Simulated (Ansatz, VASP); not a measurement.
## One calculation of Co, two programs

```
Co
1.0
     0.00000    1.81852    1.81852
     1.81852    0.00000    1.81852
     1.81852    1.81852    0.00000
Co
1
Direct
  0.00000 0.00000 0.00000
```

Alike in both runs: task single point; functional revPBE; k mesh 17 × 17 × 17; occupations fermi-dirac, width 0.05 eV; collinear spin.

```csv
,VASP,Ansatz
version,VASP 6.6.1,Ansatz 0.2.0
potentials or method,"VASP PAW PBE potentials, release 64 (Co), cutoff 520 eV","plane waves (420 eV) with PAW, scalar-relativistic"
valence electrons in the cell,9,17
```

```csv
,VASP,Ansatz,Ansatz less VASP
pressure (GPa),-12.9,-12.7,+0.24
net moment per atom (μB),1.71,1.73,+0.017
size of the moment on the site where the two differ most (μB),1.75,1.81,+0.060
```

VASP's potentials were made for PBE, not for revPBE. Site moments also hang on the region over which each program counts them. VASP's potentials hold 9 valence electrons a cell and Ansatz's 17, so a difference there can come from the potentials and not from the codes.
